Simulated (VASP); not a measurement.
# H2Os3 in VASP: a series of runs

Runs on H2Os3. Level: PBE. Tasks: single point.

All numbers are computed with VASP 6.6.1; they aren't measurements. Logs are shortened: lines on timing, memory, paths and dates and some standing lists are left out, and cuts for length are marked.

**1. The cell of the first run**

The structure is trigonal, space group R3m (No. 160). The conventional cell has a = 2.816 Å, b = 2.816 Å, c = 20.713 Å, α = 90.00°, β = 90.00°, γ = 120.00°. H (site symmetry 3m) has 6 Os at 2.01 Å and 1 H at 2.49 Å within 2.7 Å. Within 2.6 Å of H (site symmetry 3m) lie 6 Os at 1.95 to 2.09 Å and 1 H at 2.49 Å. Os (site symmetry 3m) has 3 H at 2.01 Å and 3 Os at 2.69 Å within 2.7 Å. Within 2.7 Å of Os (site symmetry 3m) lie 3 H at 1.95 Å and 3 Os at 2.69 Å. Os (site symmetry 3m) has 6 H at 2.01 to 2.09 Å within 2.7 Å.

**2. Single point, PBE**

Input file INCAR:

```
SYSTEM = H2Os3
ALGO = Normal ; EDIFF = 1E-6
ENCUT = 520 ; GGA = PE
ISIF = 2 ; ISMEAR = 0
LASPH = .TRUE. ; LCHARG = .FALSE.
LREAL = .FALSE. ; LWAVE = .FALSE.
NBANDS = 21 ; NELM = 80
PREC = Accurate ; SIGMA = 0.1
```

Input file KPOINTS:

```
k-points
0
G
  6 6 6
  0 0 0
```

Input file POSCAR:

```
H2Os3
1.0
    1.4078192506      0.8128048233      6.9044279632
   -1.4078192506      0.8128048233      6.9044279632
    0.0000000000     -1.6256096466      6.9044279632
H Os
2 3
Direct
    0.6069500212      0.6069500212      0.6069500212
    0.7271613158      0.7271613158      0.7271613158
    0.8829915514      0.8829915514      0.8829915514
    0.1125776914      0.1125776914      0.1125776914
    0.3307768732      0.3307768732      0.3307768732
```

Potentials or basis: VASP PAW PBE potentials, release 64 (H, Os).

Started as:

```console
cat potpaw_PBE.64/H/POTCAR potpaw_PBE.64/Os/POTCAR > POTCAR
mpirun -np 1 vasp_std > vasp.out
```

OUTCAR:

```text
SYSTEM = H2Os3
   EDIFF = 1E-6
   ENCUT = 520
   GGA = PE
   ISIF = 2
   ISMEAR = 0
   LASPH = .TRUE.
   LREAL = .FALSE.
   NELM = 80
   PREC = Accurate

 ion  position               nearest neighbor table
   1  0.607  0.607  0.607-   5 2.01   5 2.01   5 2.01   3 2.01   3 2.01   3 2.01
   2  0.727  0.727  0.727-   4 1.95   4 1.95   4 1.95   5 2.09   5 2.09   5 2.09
   3  0.883  0.883  0.883-   1 2.01   1 2.01   1 2.01   4 2.69   4 2.69   4 2.69   5 2.87   5 2.87
                             5 2.87
   4  0.113  0.113  0.113-   2 1.95   2 1.95   2 1.95   3 2.69   3 2.69   3 2.69   5 2.89   5 2.89
                             5 2.89
   5  0.331  0.331  0.331-   1 2.01   1 2.01   1 2.01   2 2.09   2 2.09   2 2.09   3 2.87   3 2.87
                             3 2.87   4 2.89   4 2.89   4 2.89

  LATTYP: Found a trigonal (rhomboedric) cell.
 ALAT       =     7.0932173393
 COS(alpha) =     0.9212161390

  Lattice vectors:

 A1 = (   1.4078192506,   0.8128048233,   6.9044279632)
 A2 = (  -1.4078192506,   0.8128048233,   6.9044279632)
 A3 = (   0.0000000000,  -1.6256096466,   6.9044279632)

Analysis of symmetry for initial positions (statically):
=====================================================================
 Subroutine PRICEL returns:
 Original cell was already a primitive cell.

 Routine SETGRP: Setting up the symmetry group for a
 trigonal (rhombohedral) supercell.

 Subroutine GETGRP returns: Found  6 space group operations
 (whereof  6 operations were pure point group operations)
 out of a pool of 12 trial point group operations.

The static configuration has the point symmetry C_3v.

Analysis of symmetry for dynamics (positions and initial velocities):
=====================================================================
 Subroutine PRICEL returns:
 Original cell was already a primitive cell.

 Routine SETGRP: Setting up the symmetry group for a
 trigonal (rhombohedral) supercell.

 Subroutine GETGRP returns: Found  6 space group operations
 (whereof  6 operations were pure point group operations)
 out of a pool of 12 trial point group operations.

The dynamic configuration has the point symmetry C_3v.

 Subroutine INISYM returns: Found  6 space group operations
 (whereof  6 operations are pure point group operations),
 and found     1 'primitive' translations

----------------------------------------------------------------------------------------

                                     Primitive cell

  volume of cell :      47.4037

  direct lattice vectors                    reciprocal lattice vectors
     1.407819251  0.812804823  6.904427963     0.355159229  0.205051277  0.048278197
    -1.407819251  0.812804823  6.904427963    -0.355159229  0.205051277  0.048278197
     0.000000000 -1.625609647  6.904427963     0.000000000 -0.410102553  0.048278197

  length of vectors
     7.093217339  7.093217339  7.093217339     0.412934485  0.412934485  0.412934485

  position of ions in fractional coordinates (direct lattice)
     0.606950021  0.606950021  0.606950021
     0.727161316  0.727161316  0.727161316
     0.882991551  0.882991551  0.882991551
     0.112577691  0.112577691  0.112577691
     0.330776873  0.330776873  0.330776873

  ion indices of the primitive-cell ions
   primitive index   ion index
                 1           1
                 2           2
                 3           3
                 4           4
                 5           5

----------------------------------------------------------------------------------------

 KPOINTS: k-points

Automatic generation of k-mesh.
 Grid dimensions read from file:
 generate k-points for:    6    6    6

 Generating k-lattice:

  Cartesian coordinates                     Fractional coordinates (reciprocal lattice)
     0.059193205  0.034175213  0.008046366     0.166666667  0.000000000 -0.000000000
    -0.059193205  0.034175213  0.008046366     0.000000000  0.166666667 -0.000000000
     0.000000000 -0.068350426  0.008046366    -0.000000000 -0.000000000  0.166666667

  Length of vectors
     0.068822414  0.068822414  0.068822414

  Shift w.r.t. Gamma in fractional coordinates (k-lattice)
     0.000000000  0.000000000  0.000000000

 Subroutine IBZKPT returns following result:
 ===========================================

 Found     32 irreducible k-points:

 Following reciprocal coordinates:
            Coordinates               Weight
  0.000000  0.000000  0.000000      1.000000
  0.166667  0.000000 -0.000000      6.000000
  0.333333  0.000000 -0.000000      6.000000
  0.500000  0.000000  0.000000      3.000000
  0.166667  0.166667  0.000000      6.000000
  0.333333  0.166667  0.000000     12.000000
[... 16 lines left out ...]
  0.500000  0.500000  0.166667      6.000000
 -0.333333  0.500000  0.166667     12.000000
 [... further k-points ...]
   k-points           NKPTS =     32   k-points in BZ     NKDIM =     32   number of bands    NBANDS=     21
   number of dos      NEDOS =    301   number of ions     NIONS =      5
   total plane-waves  NPLWV = 157464
   dimension x,y,z NGX =    54 NGY =   54 NGZ =   54
   dimension x,y,z NGXF=   108 NGYF=  108 NGZF=  108
   ions per type =               2   3
   NGX,Y,Z   is equivalent  to a cutoff of  12.66, 12.66, 12.66 a.u.
   NGXF,Y,Z  is equivalent  to a cutoff of  25.31, 25.31, 25.31 a.u.
 SYSTEM =  H2Os3
   PREC   = accura    normal or accurate (medium, high low for compatibility)
   ISTART =      0    job   : 0-new  1-cont  2-samecut
   ICHARG =      2    charge: 1-file 2-atom 10-const
   ISPIN  =      1    spin polarized calculation?
   LNONCOLLINEAR =      F non collinear calculations
   LSORBIT =      F    spin-orbit coupling
   LASPH  =      T    aspherical Exc in radial PAW
   ENCUT  =  520.0 eV  38.22 Ry    6.18 a.u.  13.19 13.19 13.19*2*pi/ulx,y,z
   NELM   =     80;   NELMIN=  2; NELMDL= -5     # of ELM steps
   EDIFF  = 0.1E-05   stopping-criterion for ELM
   LREAL  =      F    real-space projection
   EDIFFG = 0.1E-04   stopping-criterion for IOM
   NSW    =      0    number of steps for IOM
   IBRION =     -1    ionic relax: 0-MD 1-quasi-New 2-CG
   NFREE  =      0    steps in history (QN), initial steepest desc. (CG)
   ISIF   =      2    stress and relaxation
   ISYM   =      2    0-nonsym 1-usesym 2-fastsym
   POTIM  = 0.5000    time-step for ionic-motion
   TEBEG  =    0.0;   TEEND  =   0.0 temperature during run
   PSTRESS=    0.0 pullay stress
   NELECT =      26.0000    total number of electrons
   NUPDOWN=      -1.0000    fix difference up-down
   EMIN   =  10.00;   EMAX   =-10.00  energy-range for DOS
   EFERMI =   0.00;   METHOD = LEGACY
   ISMEAR =     0;   SIGMA  =   0.10  broadening in eV -4-tet -1-fermi 0-gaus
   EFERMI_NEDOS =   21; number of points for ismear=-14 and -15
   IALGO  =     38    algorithm
   IMIX   =      4    mixing-type and parameters
     AMIX     =   0.40;   BMIX     =  1.00
     AMIX_MAG =   1.60;   BMIX_MAG =  1.00
  volume/ion in A,a.u.               =       9.48        63.98
  Fermi-wavevector in a.u.,A,eV,Ry     =   1.340073  2.532371 24.433296  1.795797
  Thomas-Fermi vector in A             =   2.468415
   LORBIT       =      0    0 simple, 1 ext, 2 COOP (PROOUT), +10 PAW based schemes
   GGA     = PE    functional components
   LHFCALC =     F    Hartree Fock is set to
   AEXX    =    0.0000 exact exchange contribution
   IVDW    =     0    specifies the selected vdW correction
   LEPSILON=     F    determine dielectric tensor
   LRPA    =     F    only Hartree local field effects (RPA)
 non-spin polarized calculation
 Gauss-broadening in eV      SIGMA  =   0.10
  energy-cutoff  :      520.00
  volume of cell :       47.40
 maximum number of plane-waves:      1290
 NGX is ok and might be reduce to    54

 number of electron      26.0000000 magnetization

 Free energy of the ion-electron system (eV)
  ---------------------------------------------------
  ext. energy  EPLUGINS =         0.00000000
  ---------------------------------------------------
  free energy    TOTEN  =       -38.40551356 eV

  energy without entropy =      -38.38753107  energy(sigma->0) =      -38.39652231

 E-fermi :   9.0749     XC(G=0): -13.7403

 val. band max:        9.0488849383   @ k =   0.3333   0.1667   0.1667
 cond. band min:       9.0970313484   @ k =   0.3333   0.3333  -0.0000
 fundamental gap:      0.0481464101
 Fermi energy:         9.0749345369

 k-point     1 :       0.0000    0.0000    0.0000
  band No.  band energies     occupation
      1      -3.8610      2.00000
      2      -0.9472      2.00000
      3       0.8920      2.00000
      4       3.6112      2.00000
      5       5.2438      2.00000
      6       5.6432      2.00000
[... 13 lines left out ...]
     20      16.3294      0.00000
     21      19.5885      0.00000

 k-point     2 :       0.1667    0.0000   -0.0000
  band No.  band energies     occupation
      1      -3.0088      2.00000
      2      -0.6141      2.00000
      3       1.7949      2.00000
      4       3.4516      2.00000
      5       4.1684      2.00000
      6       5.0239      2.00000
[... 13 lines left out ...]
     20      15.9304      0.00000
     21      20.0866      0.00000

 k-point     3 :       0.3333    0.0000   -0.0000
  band No.  band energies     occupation
      1      -1.2558      2.00000
      2      -0.3977      2.00000
      3       2.0320      2.00000
      4       3.1969      2.00000
      5       3.5526      2.00000
      6       4.5879      2.00000
[... 13 lines left out ...]
     20      15.7637      0.00000
     21      18.9450      0.00000
[... 457 lines left out ...]
 k-point    23 :       0.5000    0.5000    0.1667
  band No.  band energies     occupation
      1      -1.1590      2.00000
      2      -0.5993      2.00000
      3       2.3503      2.00000
      4       2.9413      2.00000
      5       3.9789      2.00000
      6       4.3952      2.00000
[... 13 lines left out ...]
     20      16.1105      0.00000
     21      17.3955      0.00000

 k-point    24 :      -0.3333    0.5000    0.1667
  band No.  band energies     occupation
      1      -0.3888      2.00000
      2      -0.2241      2.00000
      3       2.8034      2.00000
      4       2.9608      2.00000
      5       3.7965      2.00000
      6       4.4397      2.00000
[... 13 lines left out ...]
     20      15.6327      0.00000
     21      16.6893      0.00000

 [... further k-points ...]
[... 5 lines left out ...]
  --------------------------------------------------------------------------------------
  -------------------------------------------------------------------------------------
  Total        0.6163303      0.6163303     -0.2742638      0.0000000      0.0000000      0.0000000
  in kB       20.8310906     20.8310906     -9.2697274      0.0000000      0.0000000      0.0000000
  external PRESSURE =      10.7974846 kB  Pullay stress =       0.0000000 kB

 VOLUME and BASIS-vectors are now :
 -----------------------------------------------------------------------------
  energy-cutoff  :      520.00
  volume of cell :       47.40
      direct lattice vectors                 reciprocal lattice vectors
     1.407819251  0.812804823  6.904427963     0.355159229  0.205051277  0.048278197
    -1.407819251  0.812804823  6.904427963    -0.355159229  0.205051277  0.048278197
     0.000000000 -1.625609647  6.904427963     0.000000000 -0.410102553  0.048278197

 POSITION                                       TOTAL-FORCE (eV/Angst)
 -----------------------------------------------------------------------------------
      0.00000      0.00000     12.57193         0.000000     -0.000000     -0.002782
      0.00000      0.00000     15.06190         0.000000     -0.000000      0.035241
      0.00000      0.00000     18.28965         0.000000     -0.000000     -0.162331
      0.00000      0.00000      2.33185         0.000000      0.000000      0.368972
      0.00000      0.00000      6.85148         0.000000     -0.000000     -0.239100
 -----------------------------------------------------------------------------------
    total drift:                                0.000000     -0.000000      0.000262

  FREE ENERGIE OF THE ION-ELECTRON SYSTEM (eV)
  ---------------------------------------------------
  free  energy   TOTEN  =       -38.4055135558 eV

  energy  without entropy=      -38.3875310705  energy(sigma->0) =      -38.39652231
```

Wall time 2.6 min (1 thread of Intel Xeon 6975P-C (Granite Rapids), shared host); peak memory 0.36 GiB.

What came out:

* Free energy: -38.4055 eV
* Pressure: 1.1 GPa
* Largest force: 0.369 eV/Å
* Band gap on the k mesh: zero (bands 13 and 14 overlap by 2.98 eV)

Forces on the atoms (eV/Å):
```
H    0.000  0.000 -0.003
H    0.000  0.000  0.035
Os   0.000  0.000 -0.162
Os   0.000  0.000  0.369
Os   0.000  0.000 -0.239
```

Stress tensor (GPa, compression positive):
```
 2.08  0.00  0.00
 0.00  2.08  0.00
 0.00  0.00 -0.93
```

Levels at points of the mesh, in eV from the Fermi level:
| k point | band 9 | band 10 | band 11 | band 12 | band 13 | band 14 | band 15 | band 16 | band 17 | band 18 |
| --- | --- | --- | --- | --- | --- | --- | --- | --- | --- | --- |
| (0.00, 0.00, 0.00) | -3.22 | -2.98 | -2.80 | -2.80 | -1.26 | -1.26 | 0.12 | 0.12 | 0.83 | 0.83 |
| (0.50, 0.00, 0.00) | -2.41 | -1.44 | -0.52 | -0.15 | 1.39 | 1.51 | 1.67 | 1.77 | 2.72 | 3.36 |
| (0.50, 0.50, 0.00) | -2.74 | -2.54 | -1.33 | 1.32 | 1.48 | 1.56 | 1.64 | 1.91 | 2.81 | 3.67 |
| (0.50, 0.50, 0.50) | -3.13 | -3.00 | -2.83 | -2.83 | -0.94 | -0.94 | -0.40 | -0.40 | 1.04 | 1.04 |

Caveat: the k points lie up to 0.43 Å⁻¹ apart, too coarse for converged energies and pressures of a metal; spin-orbit coupling is left out, which moves the levels of the heavy elements.

**3. Single point, PBE**

This run uses another cell than the first one: it holds 10 atoms, not 5.

Input file INCAR:

```
PREC = Accurate
ENCUT = 520
EDIFF = 1E-6
ISMEAR = 0
SIGMA = 0.2
LREAL = F
LASPH = T
NELM = 80
ALGO = Normal
ISIF = 2
LWAVE = F
LCHARG = F
GGA = PE
NBANDS = 37
```

Input file KPOINTS:

```
Automatic mesh
0
Gamma
  8 4 4
```

Input file POSCAR:

```
H2Os3
1.0
    2.7985944863      0.0091521190      0.2897130761
    0.0155491786      4.8692624293     -0.2918461255
    0.6929419384     -0.3942786131      7.0495554484
H Os
4 6
Direct
    0.4130515184      0.1954154133      0.1754187405
    0.9130449036      0.6954298674      0.1754300759
    0.5921040207      0.1372311734      0.8147581765
    1.0920514620      0.6371223166      0.8148228720
    0.3263384620      0.5573139805      0.3473023067
   -0.1736601773      1.0573346241      0.3472973287
    0.6702265225      0.4423253931      0.6585413384
    0.1702300908     -0.0577072537      0.6585414567
    0.9983047730      0.3344207564      0.0039480755
    0.4983084242      0.8344470623      1.0039396290
```

Potentials or basis: VASP PAW PBE potentials, release 64 (H, Os).

Started as:

```console
cat potpaw_PBE.64/H/POTCAR potpaw_PBE.64/Os/POTCAR > POTCAR
mpirun -np 1 vasp_std > vasp.out
```

Wall time 2.6 min (1 thread of Intel Xeon 6975P-C (Granite Rapids), shared host); peak memory 0.31 GiB.

It converged, with:

- Free energy: -77.1584 eV
- Pressure: 0.6 GPa
- Largest force: 0.063 eV/Å
- Band gap on the k mesh: zero (bands 26 and 27 overlap by 2.36 eV)

Forces in eV/Å, atoms in the order of the input:
```
H   -0.002  0.000  0.002
H   -0.002  0.000  0.002
H   -0.002 -0.001  0.007
H   -0.002  0.000  0.007
Os  -0.011  0.008  0.059
Os  -0.011  0.006  0.060
Os   0.015 -0.007 -0.061
Os   0.015 -0.006 -0.060
Os   0.000  0.000 -0.009
Os   0.000 -0.001 -0.008
```

Stress tensor (GPa, compression positive):
```
 0.64 -0.01 -0.09
-0.01  0.61  0.03
-0.09  0.03  0.56
```

Levels at points of the mesh, in eV from the Fermi level:
```
           k point  band 24  band 25  band 26  band 27  band 28  band 29
(0.00, 0.00, 0.00)    -1.35    -0.63    -0.24     0.01     0.03     0.73
(0.50, 0.00, 0.00)    -0.81     0.05     0.05     1.20     1.20     1.38
(0.00, 0.50, 0.00)    -1.58    -1.42    -1.42    -0.98    -0.98     0.33
(0.50, 0.50, 0.00)     1.22     1.28     1.38     1.41     1.46     1.53
(0.00, 0.00, 0.50)    -1.05    -1.04    -0.51    -0.49     0.94     0.96
(0.50, 0.00, 0.50)    -0.80     0.05     0.05     1.21     1.21     1.38
(0.00, 0.50, 0.50)    -1.36    -1.22    -1.22    -0.86    -0.86    -0.30
(0.50, 0.50, 0.50)     1.22     1.29     1.38     1.41     1.46     1.53
```

Caveat: spin-orbit coupling is left out, which moves the levels of the heavy elements.
